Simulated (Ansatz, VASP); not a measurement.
WSe2 in VASP and in Ansatz

Contents of INCAR:

```
SYSTEM = WSe2
PREC = Accurate
ENCUT = 520
EDIFF = 1E-7
ISMEAR = 0
SIGMA = 0.05
LREAL = .FALSE.
LASPH = .TRUE.
NELM = 60
ALGO = Fast
ISIF = 2
LWAVE = .FALSE.
LCHARG = .FALSE.
NBANDS = 35
```

KPOINTS

```
Automatic mesh
0
G
  12 12 2
  0 0 0
```

The input POSCAR:

```
WSe2
1.0
    3.1858979121      0.1210104846      0.0299574618
   -1.4881508022      2.7333187864      0.0492614142
    0.1182143941      0.2927124726     12.6765094501
W Se
2 4
Direct
    0.3422325104      0.6633004591      0.2521744576
    0.5740426781      0.3130891932      0.7257177201
    0.3922223032      0.7444000332      0.6119737934
    0.6821869344      0.2941299129      0.1244505234
    0.3048877947      0.6602882794      0.8901096355
    0.7044277792      0.3247921223      0.3955738700
```

Input for Ansatz:

```yaml
crystal:
  lattice:
    - [3.1858979121, 0.1210104846, 0.0299574618]
    - [-1.4881508022, 2.7333187864, 0.0492614142]
    - [0.1182143941, 0.2927124726, 12.6765094501]
  atoms:
    - { symbol: W, position: [0.3422325104, 0.6633004591, 0.2521744576] }
    - { symbol: W, position: [0.5740426781, 0.3130891932, 0.7257177201] }
    - { symbol: Se, position: [0.3922223032, 0.7444000332, 0.6119737934] }
    - { symbol: Se, position: [0.6821869344, 0.2941299129, 0.1244505234] }
    - { symbol: Se, position: [0.3048877947, 0.6602882794, 0.8901096355] }
    - { symbol: Se, position: [0.7044277792, 0.3247921223, 0.39557387] }
basis:
  ecutwfc: 420
kpoints:
  mp_grid: { grid: [12, 12, 2] }
hamiltonian:
  xc: lda
scf:
  occupations: { method: gaussian, width: 0.05 }
output:
  forces: true
  stress: true
  eigenvalues: true
  write_density: true
  write_potential: true
  elf: true
  volumetric_format: npy
```

Change from the starting cell: all atoms moved at random, sigma 0.15 Å a component, cell strained at random, sigma 0.03.

Alike in both runs: task single point; functional LDA; k mesh 12 × 12 × 2; occupations gaussian, width 0.05 eV; no spin polarisation.

```csv
,VASP,Ansatz
version,VASP 6.6.1,Ansatz 0.2.0
potentials or method,"VASP PAW LDA potentials, release 64 (W_sv, Se), cutoff 520 eV","scalar-relativistic, plane waves, PAW"
valence electrons in the cell,52,92
```

|  | VASP | Ansatz | Ansatz less VASP |
| --- | --- | --- | --- |
| gap on the k mesh at the Fermi level (eV) | none | none | - |
| pressure (GPa) | 9.1 | 8.2 | -0.87 |
| traceless stress, the component that is largest in VASP (GPa) | -11.46 | -11.31 | +0.146 |
| rms of the force components (eV/Å) | 3.525 | 3.483 | -0.0417 |

LDA's correlation is that of Perdew and Zunger in VASP and of Perdew and Wang (1992) in Ansatz. Atom by atom the forces differ by 0.062 eV/Å (rms over components). A gap of «none» marks a metal or a gap that the smearing closes. VASP's potentials hold 52 valence electrons a cell and Ansatz's 92, so a difference there can come from the potentials and not from the codes.

Spin-orbit coupling is off throughout.
